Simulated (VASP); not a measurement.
Write the native input for VASP 6.6.1 that does the following.

```
Task                   : single point
Functional             : PBE
Potentials or basis    : VASP PAW PBE potentials, release 64 (Sn_d, S)
Cutoff                 : 500 eV
k mesh                 : 6 × 6 × 2
Occupations            : gaussian, width 0.01 eV
Spin                   : no spin polarisation
Dipole correction      : no
Further INCAR settings : ALGO = Normal; EDIFF = 1e-06; NBANDS = 20
```

The structure of SnS2 (Berndtite-2T) lies in POSCAR:

```
SnS2
1.0
    3.6390000000      0.0000000000      0.0000000000
   -1.8195000000      3.1514660000      0.0000000000
    0.0000000000      0.0000000000      5.8680000000
Sn S
1 2
Direct
    0.0000000000      0.0000000000      0.0000000000
    0.3333333333      0.6666666667      0.2500000000
    0.6666666667      0.3333333333      0.7500000000
```

The input as run:

INCAR

```
SYSTEM = SnS2
  PREC = Accurate
  ENCUT = 500
  EDIFF = 1E-6
  ISMEAR = 0
  SIGMA = 0.01
  LREAL = .FALSE.
  LASPH = .TRUE.
  NELM = 120
  ALGO = Normal
  ISIF = 2
  LWAVE = .FALSE.
  LCHARG = .FALSE.
  GGA = PE
  NBANDS = 20
  GGA_COMPAT = .FALSE.
```

KPOINTS

```
regular mesh
0
G
  6 6 2
  0 0 0
```

Potentials or basis: VASP PAW PBE potentials, release 64 (Sn_d, S).

Run with:

```bash
$ cat potpaw_PBE.64/Sn_d/POTCAR potpaw_PBE.64/S/POTCAR > POTCAR
$ mpirun -np 1 vasp_std > vasp.out
```

Results of the run:

```
Pressure               : 4.2 GPa
Largest force          : 0.241 eV/Å
Band gap on the k mesh : 1.52 eV, indirect (least direct gap 2.01 eV)
```

Caveat: the k points lie up to 0.54 Å⁻¹ apart; spin-orbit coupling is left out, which moves the levels of the heavy elements; this functional lacks dispersion, which binds the layers, so the pressure and a relaxed spacing across them are unreliable.

Wall time 20 s on 1 thread of Intel Xeon 8259CL, on a shared host, peak memory 0.18 GiB.
